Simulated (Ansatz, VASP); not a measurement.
**P in VASP and in Ansatz**

The input POSCAR:

```
P
1.0
    1.6477431241     -5.4650377251      0.0000000000
    1.6477431241      5.4650377251      0.0000000000
    0.0000000000      0.0000000000      4.5436355900
P
4
Direct
    0.9041431300      0.0958568700      0.5888151700
    0.0958568700      0.9041431300      0.4111848300
    0.5958568700      0.4041431300      0.0888151700
    0.4041431300      0.5958568700      0.9111848300
```

File INCAR.step1:

```
SYSTEM = P
PREC = Accurate ; ENCUT = 520
EDIFF = 1E-5 ; ISMEAR = -1
SIGMA = 0.05 ; LREAL = .FALSE.
LASPH = .TRUE. ; NELM = 100
ALGO = Normal ; ISIF = 2
LWAVE = .TRUE. ; LCHARG = .FALSE.
NBANDS = 18 ; GGA = PE
```

INCAR.step2

```
SYSTEM = P
PREC = Accurate ; ENCUT = 520
EDIFF = 1E-7 ; ISMEAR = -1
SIGMA = 0.05 ; LREAL = .FALSE.
LASPH = .TRUE. ; NELM = 100
ALGO = Normal ; ISIF = 2
LWAVE = .FALSE. ; LCHARG = .FALSE.
GGA = PE ; LHFCALC = .TRUE.
AEXX = 0.25 ; HFSCREEN = 0.3
PRECFOCK = Normal ; NBANDS = 18
ISTART = 1
```

The input KPOINTS:

```
Automatic mesh
0
G
  4 4 3
  0 0 0
```

input.yaml

```yaml
crystal:
  lattice:
    - [1.6477431241, -5.4650377251, 0.0]
    - [1.6477431241, 5.4650377251, 0.0]
    - [0.0, 0.0, 4.54363559]
  atoms:
    - { symbol: P, position: [0.90414313, 0.09585687, 0.58881517] }
    - { symbol: P, position: [0.09585687, 0.90414313, 0.41118483] }
    - { symbol: P, position: [0.59585687, 0.40414313, 0.08881517] }
    - { symbol: P, position: [0.40414313, 0.59585687, 0.91118483] }
hamiltonian:
  xc: { exchange: pbe, correlation: pbe, exx: { coeff: 0.25, omega: 0.3 } }
  pseudopotentials: { kind: paw }
kpoints:
  mp_grid: { grid: [4, 4, 3] }
scf:
  occupations: { method: fermi_dirac, width: 0.05 }
output:
  forces: true
  stress: true
  eigenvalues: true
```

Alike in both runs: task single point; functional PBE-based screened hybrid with a share of 0.25 of exact exchange and HFSCREEN = 0.3; k mesh 4 × 4 × 3; occupations fermi-dirac, width 0.05 eV; no spin polarisation.

```csv
,VASP,Ansatz
version,VASP 6.6.1,Ansatz 0.2.0
potentials or method,"VASP PAW PBE potentials, release 64 (P)",Ansatz PAW
plane-wave cutoff (eV),520,420
valence electrons in the cell,20,20
```

Ansatz gave:

```
gap on the k mesh at the Fermi level (eV)                     : 0.53
least direct gap on the mesh (eV)                             : 0.53
pressure (GPa)                                                : 0.3
traceless stress, the component that is largest in VASP (GPa) : 1.30
rms of the force components (eV/Å)                            : 0.093
```

Question: Estimate VASP's values.

Answer: gap on the k mesh at the Fermi level (eV): 0.55; least direct gap on the mesh (eV): 0.55; pressure (GPa): -0.3; traceless stress, the component that is largest in VASP (GPa): 1.23; rms of the force components (eV/Å): 0.105.

VASP's potentials were made for PBE, not for PBE-based screened hybrid. Atom by atom the forces differ by 0.049 eV/Å (rms over components). With one functional, cell and mesh, what is left measures potentials, basis and numerics.

The k mesh is coarse, so the values compare programs but aren't converged. Noted on Ansatz's run: odd divisions of the mesh miss points on the zone boundary, where band edges often lie, so the gap on the mesh can be too wide.
